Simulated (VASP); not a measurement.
# BN (zincblende type) (F-43m) in VASP: notebook

BN (zincblende type) is run at these levels: PBE; tasks: relaxation of cell and atoms, single point.

Program: VASP 6.6.1. These are calculated values, not measurements. Logs are shortened: lines on timing, memory, paths and dates and some standing lists are left out, and cuts for length are marked.

**1. The cell of the first run**

It takes space group F-43m (No. 216, cubic). The conventional cell has a = 4.309 Å, b = 4.309 Å, c = 4.309 Å, α = 90.00°, β = 90.00°, γ = 90.00°. B (site symmetry -43m) has 4 N at 1.87 Å within 2.5 Å. N (site symmetry -43m) has 4 B at 1.87 Å within 2.5 Å.

**2. Relaxation of cell and atoms, PBE**

File INCAR:

```
ALGO = Normal
EDIFF = 1E-7
EDIFFG = -0.005
ENCUT = 600
GGA = PE
IBRION = 2
ISIF = 3
ISMEAR = -1
LASPH = T
LCHARG = F
LREAL = F
LWAVE = F
NELM = 80
NSW = 60
PREC = Accurate
SIGMA = 0.05
```

File KPOINTS:

```
k-points
0
Gamma
  15 15 15
```

File POSCAR:

```
BN
1.0
    0.0000000000      2.1544346900      2.1544346900
    2.1544346900      0.0000000000      2.1544346900
    2.1544346900      2.1544346900      0.0000000000
B N
1 1
Direct
    0.0000000000      0.0000000000      0.0000000000
    0.2500000000      0.2500000000      0.2500000000
```

Potentials or basis: VASP PAW PBE potentials, release 64 (B, N).

On the command line:

```
cat potpaw_PBE.64/B/POTCAR potpaw_PBE.64/N/POTCAR > POTCAR
mpirun -np 1 vasp_std > vasp.out
```

OUTCAR:

```text
EDIFF = 1E-7
   EDIFFG = -0.005
   ENCUT = 600
   GGA = PE
   IBRION = 2
   ISIF = 3
   ISMEAR = -1
   LASPH = T
   LREAL = F
   NELM = 80
   NSW = 60
   PREC = Accurate

 ion  position               nearest neighbor table
   1  0.000  0.000  0.000-   2 1.87   2 1.87   2 1.87   2 1.87
   2  0.250  0.250  0.250-   1 1.87   1 1.87   1 1.87   1 1.87

  LATTYP: Found a face centered cubic cell.
 ALAT       =     4.3088693800

  Lattice vectors:

 A1 = (   0.0000000000,   2.1544346900,   2.1544346900)
 A2 = (   2.1544346900,   0.0000000000,   2.1544346900)
 A3 = (   2.1544346900,   2.1544346900,   0.0000000000)

Analysis of symmetry for initial positions (statically):
=====================================================================
 Subroutine PRICEL returns:
 Original cell was already a primitive cell.

 Routine SETGRP: Setting up the symmetry group for a
 face centered cubic supercell.

 Subroutine GETGRP returns: Found 24 space group operations
 (whereof 24 operations were pure point group operations)
 out of a pool of 48 trial point group operations.

The static configuration has the point symmetry T_d .

Analysis of symmetry for dynamics (positions and initial velocities):
=====================================================================
 Subroutine PRICEL returns:
 Original cell was already a primitive cell.

 Routine SETGRP: Setting up the symmetry group for a
 face centered cubic supercell.

 Subroutine GETGRP returns: Found 24 space group operations
 (whereof 24 operations were pure point group operations)
 out of a pool of 48 trial point group operations.

The dynamic configuration has the point symmetry T_d .

 Subroutine INISYM returns: Found 24 space group operations
 (whereof 24 operations are pure point group operations),
 and found     1 'primitive' translations

----------------------------------------------------------------------------------------

                                     Primitive cell

  volume of cell :      20.0000

  direct lattice vectors                    reciprocal lattice vectors
     0.000000000  2.154434690  2.154434690    -0.232079442  0.232079442  0.232079442
     2.154434690  0.000000000  2.154434690     0.232079442 -0.232079442  0.232079442
     2.154434690  2.154434690  0.000000000     0.232079442  0.232079442 -0.232079442

  length of vectors
     3.046830758  3.046830758  3.046830758     0.401973384  0.401973384  0.401973384

  position of ions in fractional coordinates (direct lattice)
[... 31 lines left out ...]

 Found    120 irreducible k-points:

 Following reciprocal coordinates:
            Coordinates               Weight
  0.000000  0.000000  0.000000      1.000000
  0.066667  0.000000  0.000000      8.000000
  0.133333  0.000000  0.000000      8.000000
  0.200000  0.000000  0.000000      8.000000
  0.266667  0.000000  0.000000      8.000000
  0.333333  0.000000  0.000000      8.000000
[... 16 lines left out ...]
  0.133333  0.133333  0.000000      6.000000
  0.200000  0.133333  0.000000     24.000000
 [... further k-points ...]
   k-points           NKPTS =    120   k-points in BZ     NKDIM =    120   number of bands    NBANDS=      8
   number of dos      NEDOS =    301   number of ions     NIONS =      2
   total plane-waves  NPLWV =  13824
   dimension x,y,z NGX =    24 NGY =   24 NGZ =   24
   dimension x,y,z NGXF=    48 NGYF=   48 NGZF=   48
   ions per type =               1   1
   NGX,Y,Z   is equivalent  to a cutoff of  13.10, 13.10, 13.10 a.u.
   NGXF,Y,Z  is equivalent  to a cutoff of  26.19, 26.19, 26.19 a.u.
 SYSTEM =  unknown system
   PREC   = accura    normal or accurate (medium, high low for compatibility)
   ISTART =      0    job   : 0-new  1-cont  2-samecut
   ICHARG =      2    charge: 1-file 2-atom 10-const
   ISPIN  =      1    spin polarized calculation?
   LNONCOLLINEAR =      F non collinear calculations
   LSORBIT =      F    spin-orbit coupling
   LASPH  =      T    aspherical Exc in radial PAW
   ENCUT  =  600.0 eV  44.10 Ry    6.64 a.u.   6.09  6.09  6.09*2*pi/ulx,y,z
   NELM   =     80;   NELMIN=  2; NELMDL= -5     # of ELM steps
   EDIFF  = 0.1E-06   stopping-criterion for ELM
   LREAL  =      F    real-space projection
   EDIFFG = -.5E-02   stopping-criterion for IOM
   NSW    =     60    number of steps for IOM
   IBRION =      2    ionic relax: 0-MD 1-quasi-New 2-CG
   NFREE  =      1    steps in history (QN), initial steepest desc. (CG)
   ISIF   =      3    stress and relaxation
   ISYM   =      2    0-nonsym 1-usesym 2-fastsym
   POTIM  = 0.5000    time-step for ionic-motion
   TEBEG  =    0.0;   TEEND  =   0.0 temperature during run
   PSTRESS=    0.0 pullay stress
   NELECT =       8.0000    total number of electrons
   NUPDOWN=      -1.0000    fix difference up-down
   EMIN   =  10.00;   EMAX   =-10.00  energy-range for DOS
   EFERMI =   0.00;   METHOD = LEGACY
   ISMEAR =    -1;   SIGMA  =   0.05  broadening in eV -4-tet -1-fermi 0-gaus
   EFERMI_NEDOS =   21; number of points for ismear=-14 and -15
   IALGO  =     38    algorithm
   IMIX   =      4    mixing-type and parameters
     AMIX     =   0.40;   BMIX     =  1.00
     AMIX_MAG =   1.60;   BMIX_MAG =  1.00
  volume/ion in A,a.u.               =      10.00        67.48
  Fermi-wavevector in a.u.,A,eV,Ry     =   1.206225  2.279434 19.796173  1.454978
  Thomas-Fermi vector in A             =   2.341898
   LORBIT       =      0    0 simple, 1 ext, 2 COOP (PROOUT), +10 PAW based schemes
   GGA     = PE    functional components
   LHFCALC =     F    Hartree Fock is set to
   AEXX    =    0.0000 exact exchange contribution
   IVDW    =     0    specifies the selected vdW correction
   LEPSILON=     F    determine dielectric tensor
   LRPA    =     F    only Hartree local field effects (RPA)
 conjugate gradient relaxation of ions
 non-spin polarized calculation
  energy-cutoff  :      600.00
  volume of cell :       20.00
 maximum number of plane-waves:       681
   NGX = 13   NGY = 13   NGZ = 13

--------------------------------------- Ionic step        1  -------------------------------------------

 number of electron       7.9999999 magnetization

 Free energy of the ion-electron system (eV)
  ---------------------------------------------------
  ext. energy  EPLUGINS =         0.00000000
  ---------------------------------------------------
  free energy    TOTEN  =       -14.72885027 eV

  energy without entropy =      -14.72885027  energy(sigma->0) =      -14.72885027

 E-fermi :   3.0855     XC(G=0): -10.3964

 val. band max:        2.1421120880   @ k =   0.0000   0.0000   0.0000
 cond. band min:       5.2788830917   @ k =   0.0000   0.0000   0.0000
 fundamental gap:      3.1367710036
 Fermi energy:         3.0855214076
[... 716 lines left out ...]
--------------------------------------- Ionic step        6  -------------------------------------------

 number of electron       8.0000000 magnetization

 Free energy of the ion-electron system (eV)
  ---------------------------------------------------
  ext. energy  EPLUGINS =         0.00000000
  ---------------------------------------------------
  free energy    TOTEN  =       -17.46868321 eV

  energy without entropy =      -17.46868321  energy(sigma->0) =      -17.46868321

 E-fermi :   8.2825     XC(G=0): -12.7786

 val. band max:        7.2939720816   @ k =   0.0000   0.0000   0.0000
 cond. band min:      11.7976530091   @ k =   0.4667   0.4667   0.0000
 fundamental gap:      4.5036809276
 Fermi energy:         8.2824972201
[... 293 lines left out ...]
  FREE ENERGIE OF THE ION-ELECTRON SYSTEM (eV)
  ---------------------------------------------------
  free  energy   TOTEN  =       -17.4686832093 eV

  energy  without entropy=      -17.4686832093  energy(sigma->0) =      -17.46868321

 reached required accuracy - stopping structural energy minimisation
```

OSZICAR:

```text
N       E                     dE             d eps       ncg     rms          rms(c)
DAV:   1     0.147488800647E+02    0.14749E+02   -0.49753E+03  1928   0.105E+03
DAV:   2    -0.148114202180E+02   -0.29560E+02   -0.28653E+02  2976   0.165E+02
[... 50 lines left out ...]
   5 F= -.17468194E+02 E0= -.17468194E+02  d E =-.869580E-04
       N       E                     dE             d eps       ncg     rms          rms(c)
DAV:   1    -0.174692679758E+02   -0.10741E-02   -0.18515E-02  2080   0.144E+00    0.176E-01
DAV:   2    -0.174687154235E+02    0.55255E-03   -0.25924E-03  2504   0.441E-01    0.477E-02
DAV:   3    -0.174686907896E+02    0.24634E-04   -0.63619E-05  2200   0.860E-02    0.197E-02
DAV:   4    -0.174686831227E+02    0.76669E-05   -0.11475E-05  2224   0.321E-02    0.524E-03
DAV:   5    -0.174686832093E+02   -0.86645E-07   -0.34365E-07  2336   0.549E-03
   6 F= -.17468683E+02 E0= -.17468683E+02  d E =-.576213E-03
```

It took 27 s on 1 thread of Intel Xeon Platinum 8559C (Emerald Rapids), shared host; peak memory 0.15 GiB.

Results:

```
Free energy                            : -17.4687 eV
Relaxed volume                         : 5.96 Å³/atom
Relaxed cell                           : a = 2.564 Å, b = 2.564 Å, c = 2.564 Å, α = 60.00°, β = 60.00°, γ = 60.00°
Space group after relaxing (to 0.05 Å) : F-43m (No. 216)
Energy gained by relaxing              : 1369.9 meV/atom
Ionic steps                            : 6
Pressure after relaxing                : 0.0 GPa
Band gap on the k mesh                 : 4.50 eV, indirect (least direct gap 8.78 eV)
```

Step by step:
```
step  energy change (eV)  largest force (eV/Å)  pressure (GPa)  volume (Å³)
   1              0.0000                0.0000          -70.66        20.00
   2             -2.1200                0.0000          107.30         9.76
   3             -2.7395                0.0000           -1.77        11.97
   4             -2.7393                0.0000            2.44        11.84
   5             -2.7393                0.0000           -2.19        11.99
   6             -2.7398                0.0000            0.01        11.92
```

Final structure:
```cif
data_structure
_symmetry_space_group_name_H-M 'P 1'
_symmetry_Int_Tables_number 1
_cell_length_a 2.5639
_cell_length_b 2.5639
_cell_length_c 2.5639
_cell_angle_alpha 60.000
_cell_angle_beta 60.000
_cell_angle_gamma 60.000
_cell_volume 11.92
loop_
_atom_site_label
_atom_site_type_symbol
_atom_site_fract_x
_atom_site_fract_y
_atom_site_fract_z
_atom_site_occupancy
B1 B 0.00000 0.00000 0.00000 1
N1 N 0.25000 0.25000 0.25000 1
```

Levels at points of the mesh, in eV from the valence-band top:
| k point | band 2 | band 3 | band 4 | band 5 | band 6 | band 7 |
| --- | --- | --- | --- | --- | --- | --- |
| (0.00, 0.00, 0.00) | 0.00 | 0.00 | 0.00 | 8.78 | 8.78 | 8.78 |

Caveat: the volume moved by over 15 % at a fixed basis, so the end points are rough. A k mesh can miss the band edges.

(Continued in part 2 of 2.)
